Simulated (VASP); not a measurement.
Input of a VASP 6.6.1 run:

INCAR

```
PREC     = Accurate       # precision mode
ENCUT    = 500            # plane-wave cutoff, eV
EDIFF    = 1E-6           # SCF threshold, eV
ISMEAR   = 0              # smearing method
SIGMA    = 0.1            # smearing width, eV
LREAL    = F              # projectors in reciprocal space
LASPH    = T              # aspherical terms in the spheres
NELM     = 200            # most SCF steps
ALGO     = Normal         # electronic algorithm
ISIF     = 2              # what is computed and relaxed
LWAVE    = F              # write WAVECAR
LCHARG   = T              # write CHGCAR
ISPIN    = 2              # spin polarisation
MAGMOM   = 1.58           # initial moments
LORBIT   = 11             # projections on sites
LMAXMIX  = 4              # l up to which the mixer works
GGA      = PE             # functional
LELF     = T              # ELF
LVHAR    = T            
NBANDS   = 16             # bands
GGA_COMPAT= F
```

Contents of KPOINTS:

```
regular mesh
0
Gamma
  10 10 10
```

The input POSCAR:

```
Mn
1.0
   -1.2387102089      1.2387102089      1.7519985352
    1.2387102089     -1.2387102089      1.7519985352
    1.2387102089      1.2387102089     -1.7519985352
Mn
1
Direct
    0.0000000000      0.0000000000      0.0000000000
```

Potentials or basis: VASP PAW PBE potentials, release 64 (Mn_pv).

Command:

```console
$ cat potpaw_PBE.64/Mn_pv/POTCAR > POTCAR
$ mpirun -np 1 vasp_std > vasp.out
```

Predict the pressure.

-0.2 GPa.

Predict the net moment.

0.08 μB per cell.
